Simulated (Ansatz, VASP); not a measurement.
## One calculation of WC, two programs

File INCAR:

```
SYSTEM = WC
PREC = Accurate
ENCUT = 600
EDIFF = 1E-6
ISMEAR = 0
SIGMA = 0.1
LREAL = .False.
LASPH = .True.
NELM = 100
ALGO = Normal
ISIF = 3
LWAVE = .False.
LCHARG = .False.
GGA = PE
IBRION = 2
NSW = 80
EDIFFG = -0.01
```

The input KPOINTS:

```
regular mesh
0
Gamma
  18 18 8
  0 0 0
```

The input POSCAR:

```
WC
1.0
    2.8930178185      0.0000000000      0.0000000000
   -1.4465089093      2.5054269244      0.0000000000
    0.0000000000      0.0000000000      5.8660127797
W C
2 2
Direct
    0.0000000000      0.0000000000      0.0000000000
    0.0000000000      0.0000000000      0.5000000000
    0.3333333333      0.6666666667      0.2500000000
    0.6666666667      0.3333333333      0.7500000000
```

Input for Ansatz:

```yaml
crystal:
  lattice:
    - [2.8930178185, 0.0, 0.0]
    - [-1.4465089093, 2.5054269244, 0.0]
    - [0.0, 0.0, 5.8660127797]
  atoms:
    - { symbol: W, position: [0.0, 0.0, 0.0] }
    - { symbol: W, position: [0.0, 0.0, 0.5] }
    - { symbol: C, position: [0.3333333333, 0.6666666667, 0.25] }
    - { symbol: C, position: [0.6666666667, 0.3333333333, 0.75] }
basis:
  ecutwfc: 420
kpoints:
  mp_grid: { grid: [18, 18, 8] }
hamiltonian:
  xc: pbe
scf:
  occupations: { method: gaussian, width: 0.1 }
output:
  forces: true
  stress: true
  eigenvalues: true
relax:
  adjacent_minimum: "off"
  f_tol: 0.01
  max_steps: 60
  cell: { stress_tol: 0.1 }
```

Alike in both runs: task relaxation of cell and atoms; functional PBE; k mesh 18 × 18 × 8; occupations gaussian, width 0.1 eV; no spin polarisation.

```csv
,VASP,Ansatz
version,VASP 6.6.1,Ansatz 0.2.0
potentials or method,"VASP PAW PBE potentials, release 64 (W_sv, C), cutoff 600 eV","scalar-relativistic, plane waves, PAW"
valence electrons in the cell,36,36
```

VASP gave:

| Property | Result |
| --- | --- |
| gap on the k mesh at the Fermi level, each at its own relaxed structure (eV) | none |
| relaxed volume (Å³/atom) | 10.63 |
| relaxed cell length with the largest relative difference (Å) | 2.920 |

**Question.** What did Ansatz give for the same quantities?

**Answer.** gap on the k mesh at the Fermi level, each at its own relaxed structure (eV): none; relaxed volume (Å³/atom): 10.60; relaxed cell length with the largest relative difference (Å): 2.917.

A gap of «none» marks a metal or a gap that the smearing closes.

Neither program's run includes spin-orbit coupling.
